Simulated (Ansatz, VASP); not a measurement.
# AlGa5P6: VASP beside Ansatz

File INCAR:

```
SYSTEM = AlGa5P6
PREC = Accurate ; ENCUT = 600
EDIFF = 1E-6 ; ISMEAR = 0
SIGMA = 0.02 ; LREAL = .False.
LASPH = .True. ; NELM = 100
ALGO = Normal ; ISIF = 3
LWAVE = .False. ; LCHARG = .False.
GGA = PE ; IBRION = 2
NSW = 100 ; EDIFFG = -0.01
```

KPOINTS

```
regular mesh
0
Gamma
  6 6 4
  0 0 0
```

The input POSCAR:

```
AlGa5P6
1.0
    6.7172549466      0.0000000000      0.0000000000
   -3.3586274733      5.8173134274      0.0000000000
    0.0000000000      0.0000000000      6.3809128955
Al Ga P
1 5 6
Direct
    0.0000000000      0.0000000000      0.4991355765
    0.3333333333      0.6666666667      0.4998778011
    0.6666666667      0.3333333333      0.4998778011
    0.0000000000      0.6666162524      0.0000716148
    0.6666162524      0.0000000000      0.0000716148
    0.3333837476      0.3333837476      0.0000716148
    0.3333333333      0.6666666667      0.8742414969
    0.0000000000      0.0000000000      0.8732330166
    0.6666666667      0.3333333333      0.8742414969
    0.0000000000      0.6668628751      0.3743926756
    0.6668628751      0.0000000000      0.3743926756
    0.3331371249      0.3331371249      0.3743926756
```

Input for Ansatz:

```yaml
crystal:
  lattice:
    - [6.7172549466, 0.0, 0.0]
    - [-3.3586274733, 5.8173134274, 0.0]
    - [0.0, 0.0, 6.3809128955]
  atoms:
    - { symbol: Al, position: [0.0, 0.0, 0.4991355765] }
    - { symbol: Ga, position: [0.3333333333, 0.6666666667, 0.4998778011] }
    - { symbol: Ga, position: [0.6666666667, 0.3333333333, 0.4998778011] }
    - { symbol: Ga, position: [0.0, 0.6666162524, 7.16148e-05] }
    - { symbol: Ga, position: [0.6666162524, 0.0, 7.16148e-05] }
    - { symbol: Ga, position: [0.3333837476, 0.3333837476, 7.16148e-05] }
    - { symbol: P, position: [0.3333333333, 0.6666666667, 0.8742414969] }
    - { symbol: P, position: [0.0, 0.0, 0.8732330166] }
    - { symbol: P, position: [0.6666666667, 0.3333333333, 0.8742414969] }
    - { symbol: P, position: [0.0, 0.6668628751, 0.3743926756] }
    - { symbol: P, position: [0.6668628751, 0.0, 0.3743926756] }
    - { symbol: P, position: [0.3331371249, 0.3331371249, 0.3743926756] }
basis:
  ecutwfc: 420
kpoints:
  mp_grid: { grid: [6, 6, 4] }
hamiltonian:
  xc: pbe
scf:
  occupations: { method: gaussian, width: 0.02 }
output:
  forces: true
  stress: true
  eigenvalues: true
relax:
  adjacent_minimum: "off"
  f_tol: 0.01
  max_steps: 80
  cell: { stress_tol: 0.05 }
```

Alike in both runs: task relaxation of cell and atoms; functional PBE; k mesh 6 × 6 × 4; occupations gaussian, width 0.02 eV; no spin polarisation.

|  | VASP | Ansatz |
| --- | --- | --- |
| version | VASP 6.6.1 | Ansatz 0.2.0 |
| potentials or method | VASP PAW PBE potentials, release 64 (Al, Ga_d, P), cutoff 600 eV | scalar-relativistic, plane waves, PAW |
| valence electrons in the cell | 98 | 98 |

|  | VASP | Ansatz | Ansatz less VASP |
| --- | --- | --- | --- |
| gap on the k mesh at the Fermi level, each at its own relaxed structure (eV) | 1.40 | 1.40 | +0.002 |
| relaxed volume (Å³/atom) | 20.87 | 20.87 | +0.004 |
| relaxed length of the cell vector where the two differ most in proportion (Å) | 6.394 | 6.394 | +0.0004 |
